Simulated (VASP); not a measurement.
# CsCl (Pm-3m) in VASP: a series of runs

CsCl is run at these levels: r2SCAN, PBE; tasks: electric field gradients.

All numbers are computed with VASP 6.6.1; they aren't measurements. Logs are shortened: lines on timing, memory, paths and dates and some standing lists are left out, and cuts for length are marked.

## (1) The cell of the first run

The structure is cubic, space group Pm-3m (No. 221). Conventional cell: a = 4.123 Å, b = 4.123 Å, c = 4.123 Å, α = 90.00°, β = 90.00°, γ = 90.00°. Within 4.7 Å of Cs (site symmetry m-3m) lie 8 Cl at 3.57 Å and 6 Cs at 4.12 Å. Within 4.7 Å of Cl (site symmetry m-3m) lie 8 Cs at 3.57 Å and 6 Cl at 4.12 Å.

## (2) Electric field gradients, r2SCAN

Input file POSCAR:

```
CsCl
1.0
    4.1230000000      0.0000000000      0.0000000000
    0.0000000000      4.1230000000      0.0000000000
    0.0000000000      0.0000000000      4.1230000000
Cs Cl
1 1
Direct
    0.0000000000      0.0000000000      0.0000000000
    0.5000000000      0.5000000000      0.5000000000
```

Input file INCAR.step1:

```
ALGO = Normal
EDIFF = 1E-5
ENCUT = 440
GGA = PE
GGA_COMPAT = F
ISMEAR = -1
LASPH = T
LCHARG = F
LREAL = F
LWAVE = T
NBANDS = 15
NELM = 120
PREC = Accurate
SIGMA = 0.03
```

Input file INCAR.step2:

```
ALGO = Normal
EDIFF = 1E-8
ENCUT = 440
GGA_COMPAT = F
ISIF = 2
ISMEAR = -1
ISTART = 1
LASPH = T
LCHARG = F
LEFG = T
LMIXTAU = T
LREAL = F
LWAVE = F
METAGGA = R2SCAN
NBANDS = 15
NELM = 120
PREC = Accurate
SIGMA = 0.03
```

Input file KPOINTS:

```
k-points
0
Gamma
  6 6 6
```

Potentials or basis: VASP PAW PBE potentials, release 64 (Cs_sv, Cl).

The run is started by

```sh
cat potpaw_PBE.64/Cs_sv/POTCAR potpaw_PBE.64/Cl/POTCAR > POTCAR
cp INCAR.step1 INCAR
mpirun -np 1 vasp_std > vasp.out
cp INCAR.step2 INCAR
mpirun -np 1 vasp_std > vasp.out
```

OUTCAR:

```text
EDIFF = 1E-8
   ENCUT = 440
   ISIF = 2
   ISMEAR = -1
   ISTART = 1
   LASPH = T
   LREAL = F
   METAGGA = R2SCAN
   NELM = 120
   PREC = Accurate

 ion  position               nearest neighbor table
   1  0.000  0.000  0.000-
   2  0.500  0.500  0.500-

  LATTYP: Found a simple cubic cell.
 ALAT       =     4.1230000000

  Lattice vectors:

 A1 = (   4.1230000000,   0.0000000000,   0.0000000000)
 A2 = (   0.0000000000,   4.1230000000,   0.0000000000)
 A3 = (   0.0000000000,   0.0000000000,   4.1230000000)

Analysis of symmetry for initial positions (statically):
=====================================================================
 Subroutine PRICEL returns:
 Original cell was already a primitive cell.

 Routine SETGRP: Setting up the symmetry group for a
 simple cubic supercell.

 Subroutine GETGRP returns: Found 48 space group operations
 (whereof 48 operations were pure point group operations)
 out of a pool of 48 trial point group operations.

The static configuration has the point symmetry O_h .

Analysis of symmetry for dynamics (positions and initial velocities):
=====================================================================
 Subroutine PRICEL returns:
 Original cell was already a primitive cell.

 Routine SETGRP: Setting up the symmetry group for a
 simple cubic supercell.

 Subroutine GETGRP returns: Found 48 space group operations
 (whereof 48 operations were pure point group operations)
 out of a pool of 48 trial point group operations.

The dynamic configuration has the point symmetry O_h .

 Subroutine INISYM returns: Found 48 space group operations
 (whereof 48 operations are pure point group operations),
 and found     1 'primitive' translations

----------------------------------------------------------------------------------------

                                     Primitive cell

  volume of cell :      70.0874

  direct lattice vectors                    reciprocal lattice vectors
     4.123000000  0.000000000  0.000000000     0.242541838  0.000000000  0.000000000
     0.000000000  4.123000000  0.000000000     0.000000000  0.242541838  0.000000000
     0.000000000  0.000000000  4.123000000     0.000000000  0.000000000  0.242541838

  length of vectors
     4.123000000  4.123000000  4.123000000     0.242541838  0.242541838  0.242541838

  position of ions in fractional coordinates (direct lattice)
     0.000000000  0.000000000  0.000000000
     0.500000000  0.500000000  0.500000000

  ion indices of the primitive-cell ions
   primitive index   ion index
                 1           1
                 2           2

----------------------------------------------------------------------------------------

 KPOINTS: k-points

Automatic generation of k-mesh.
 Grid dimensions read from file:
 generate k-points for:    6    6    6

 Generating k-lattice:

  Cartesian coordinates                     Fractional coordinates (reciprocal lattice)
     0.040423640  0.000000000  0.000000000     0.166666667  0.000000000  0.000000000
     0.000000000  0.040423640  0.000000000     0.000000000  0.166666667  0.000000000
     0.000000000  0.000000000  0.040423640     0.000000000  0.000000000  0.166666667

  Length of vectors
     0.040423640  0.040423640  0.040423640

  Shift w.r.t. Gamma in fractional coordinates (k-lattice)
     0.000000000  0.000000000  0.000000000

 Subroutine IBZKPT returns following result:
 ===========================================

 Found     20 irreducible k-points:

 Following reciprocal coordinates:
            Coordinates               Weight
  0.000000  0.000000  0.000000      1.000000
  0.166667  0.000000  0.000000      6.000000
  0.333333  0.000000  0.000000      6.000000
  0.500000  0.000000  0.000000      3.000000
  0.166667  0.166667  0.000000     12.000000
  0.333333  0.166667  0.000000     24.000000
[... 12 lines left out ...]
  0.500000  0.500000  0.333333      6.000000
  0.500000  0.500000  0.500000      1.000000
   k-points           NKPTS =     20   k-points in BZ     NKDIM =     20   number of bands    NBANDS=     15
   number of dos      NEDOS =    301   number of ions     NIONS =      2
   total plane-waves  NPLWV =  21952
   dimension x,y,z NGX =    28 NGY =   28 NGZ =   28
   dimension x,y,z NGXF=    56 NGYF=   56 NGZF=   56
   ions per type =               1   1
   NGX,Y,Z   is equivalent  to a cutoff of  11.29, 11.29, 11.29 a.u.
   NGXF,Y,Z  is equivalent  to a cutoff of  22.58, 22.58, 22.58 a.u.
 SYSTEM =  unknown system
   PREC   = accura    normal or accurate (medium, high low for compatibility)
   ISTART =      1    job   : 0-new  1-cont  2-samecut
   ICHARG =      0    charge: 1-file 2-atom 10-const
   ISPIN  =      1    spin polarized calculation?
   LNONCOLLINEAR =      F non collinear calculations
   LSORBIT =      F    spin-orbit coupling
   LASPH  =      T    aspherical Exc in radial PAW
   ENCUT  =  440.0 eV  32.34 Ry    5.69 a.u.   7.05  7.05  7.05*2*pi/ulx,y,z
   NELM   =    120;   NELMIN=  2; NELMDL=  0     # of ELM steps
   EDIFF  = 0.1E-07   stopping-criterion for ELM
   LREAL  =      F    real-space projection
   EDIFFG = 0.1E-06   stopping-criterion for IOM
   NSW    =      0    number of steps for IOM
   IBRION =     -1    ionic relax: 0-MD 1-quasi-New 2-CG
   NFREE  =      0    steps in history (QN), initial steepest desc. (CG)
   ISIF   =      2    stress and relaxation
   ISYM   =      2    0-nonsym 1-usesym 2-fastsym
   POTIM  = 0.5000    time-step for ionic-motion
   TEBEG  =    0.0;   TEEND  =   0.0 temperature during run
   PSTRESS=    0.0 pullay stress
   NELECT =      16.0000    total number of electrons
   NUPDOWN=      -1.0000    fix difference up-down
   EMIN   =  10.00;   EMAX   =-10.00  energy-range for DOS
   EFERMI =   0.00;   METHOD = LEGACY
   ISMEAR =    -1;   SIGMA  =   0.03  broadening in eV -4-tet -1-fermi 0-gaus
   EFERMI_NEDOS =   21; number of points for ismear=-14 and -15
   IALGO  =     38    algorithm
   IMIX   =      4    mixing-type and parameters
     AMIX     =   0.40;   BMIX     =  1.00
     AMIX_MAG =   1.60;   BMIX_MAG =  1.00
  volume/ion in A,a.u.               =      35.04       236.49
  Fermi-wavevector in a.u.,A,eV,Ry     =   1.000541  1.890748 13.620547  1.001082
  Thomas-Fermi vector in A             =   2.132904
   LORBIT       =      0    0 simple, 1 ext, 2 COOP (PROOUT), +10 PAW based schemes
   METAGGA = R2SCAN    functional components
   LHFCALC =     F    Hartree Fock is set to
   AEXX    =    0.0000 exact exchange contribution
   IVDW    =     0    specifies the selected vdW correction
   LEPSILON=     F    determine dielectric tensor
   LRPA    =     F    only Hartree local field effects (RPA)
 non-spin polarized calculation
  energy-cutoff  :      440.00
  volume of cell :       70.09
 maximum number of plane-waves:      1492
   NGX = 15   NGY = 15   NGZ = 15

 number of electron      16.0000003 magnetization

 Free energy of the ion-electron system (eV)
  ---------------------------------------------------
  ext. energy  EPLUGINS =         0.00000000
  ---------------------------------------------------
  free energy    TOTEN  =       -35.52132229 eV

  energy without entropy =      -35.52132229  energy(sigma->0) =      -35.52132229

 E-fermi :  -0.0720     XC(G=0):  -8.6728

 val. band max:       -0.6869106541   @ k =   0.0000   0.0000   0.0000
 cond. band min:       5.2095023283   @ k =   0.0000   0.0000   0.0000
 fundamental gap:      5.8964129824
 Fermi energy:        -0.0720318241

 k-point     1 :       0.0000    0.0000    0.0000
  band No.  band energies     occupation
      1     -20.5737      2.00000
      2     -13.4177      2.00000
      3      -6.6839      2.00000
      4      -6.6839      2.00000
      5      -6.6839      2.00000
      6      -0.6869      2.00000
      7      -0.6869      2.00000
      8      -0.6869      2.00000
      9       5.2095      0.00000
     10       5.2095      0.00000
     11       5.3704      0.00000
     12      10.0587      0.00000
     13      10.0587      0.00000
     14      10.0587      0.00000
     15      13.1985      0.00000
[... 325 lines left out ...]
 k-point    20 :       0.5000    0.5000    0.5000
  band No.  band energies     occupation
      1     -20.3434      2.00000
      2     -13.2517      2.00000
      3      -7.2224      2.00000
      4      -7.2224      2.00000
      5      -7.2224      2.00000
      6      -1.7880      2.00000
      7      -1.7880      2.00000
      8      -1.7880      2.00000
      9       8.4942      0.00000
     10       8.4942      0.00000
     11       8.4942      0.00000
     12      10.6299      0.00000
     13      10.6299      0.00000
     14      10.6299      0.00000
     15      12.4212      0.00000

------------------------ aborting loop because EDIFF is reached ----------------------------------------

  FORCE on cell =-STRESS in cart. coord.  units (eV):
  Direction    XX          YY          ZZ          XY          YZ          ZX
  --------------------------------------------------------------------------------------
  -------------------------------------------------------------------------------------
  Total        0.0982500      0.0982500      0.0982500     -0.0000000     -0.0000000      0.0000000
  in kB        2.2459660      2.2459660      2.2459660     -0.0000000     -0.0000000      0.0000000
  external PRESSURE =       2.2459660 kB  Pullay stress =       0.0000000 kB

 VOLUME and BASIS-vectors are now :
 -----------------------------------------------------------------------------
  energy-cutoff  :      440.00
  volume of cell :       70.09
      direct lattice vectors                 reciprocal lattice vectors
     4.123000000  0.000000000  0.000000000     0.242541838  0.000000000  0.000000000
     0.000000000  4.123000000  0.000000000     0.000000000  0.242541838  0.000000000
     0.000000000  0.000000000  4.123000000     0.000000000  0.000000000  0.242541838

 POSITION                                       TOTAL-FORCE (eV/Angst)
 -----------------------------------------------------------------------------------
      0.00000      0.00000      0.00000         0.000000      0.000000      0.000000
      2.06150      2.06150      2.06150         0.000000      0.000000      0.000000
 -----------------------------------------------------------------------------------
    total drift:                                0.000000      0.000000      0.000000

  FREE ENERGIE OF THE ION-ELECTRON SYSTEM (eV)
  ---------------------------------------------------
  free  energy   TOTEN  =       -35.5213222884 eV

  energy  without entropy=      -35.5213222883  energy(sigma->0) =      -35.52132229

 Electric field gradients (V/A^2)
---------------------------------------------------------------------
 ion       V_xx      V_yy      V_zz      V_xy      V_xz      V_yz
---------------------------------------------------------------------
   1       0.000     0.000    -0.000     0.000    -0.000     0.000
   2       0.000     0.000     0.000    -0.000     0.000    -0.000
---------------------------------------------------------------------

 Electric field gradients after diagonalization (V/A^2)
 (convention: |V_zz| > |V_xx| > |V_yy|)
----------------------------------------------------------------------
 ion       V_xx      V_yy      V_zz     asymmetry (V_yy - V_xx)/ V_zz
----------------------------------------------------------------------
   1       0.000     0.000    -0.000       0.029
   2       0.000     0.000     0.000      -0.153
----------------------------------------------------------------------

           NMR quadrupolar parameters

 Cq : quadrupolar parameter    Cq=e*Q*V_zz/h
 eta: asymmetry parameters     (V_yy - V_xx)/ V_zz
 Q  : nuclear electric quadrupole moment in mb (millibarn)
----------------------------------------------------------------------
 ion       Cq(MHz)       eta       Q (mb)
----------------------------------------------------------------------
   1      -0.000       0.029       1.000
   2       0.000      -0.153       1.000
----------------------------------------------------------------------
```

Wall time 51 s (1 thread of Intel Xeon Platinum 8259CL at 2.50GHz (Skylake/Cascade Lake), shared host); peak memory 0.17 GiB.

What came out:

* Free energy: -35.5213 eV
* Pressure: 0.2 GPa
* Band gap on the k mesh: 5.90 eV, direct

Levels at points of the mesh, in eV from the valence-band top:
| k point | band 5 | band 6 | band 7 | band 8 | band 9 | band 10 | band 11 | band 12 |
| --- | --- | --- | --- | --- | --- | --- | --- | --- |
| (0.00, 0.00, 0.00) | -6.00 | 0.00 | 0.00 | 0.00 | 5.90 | 5.90 | 6.06 | 10.75 |
| (0.50, 0.00, 0.00) | -5.85 | -1.15 | -0.24 | -0.24 | 6.95 | 8.31 | 9.66 | 9.89 |
| (0.50, 0.50, 0.00) | -5.77 | -0.43 | -0.43 | -0.06 | 6.56 | 6.65 | 8.64 | 8.64 |
| (0.50, 0.50, 0.50) | -6.54 | -1.10 | -1.10 | -1.10 | 9.18 | 9.18 | 9.18 | 11.32 |

Caveat: without QUAD_EFG the Cq values of the log hold for a quadrupole moment of 1 mb, not for the nuclei; the PAW data sets were made with another functional, which shifts forces and pressure a little; spin-orbit coupling is left out, which moves the levels of the heavy elements. A k mesh can miss the band edges.

[end of part 1 of 2]
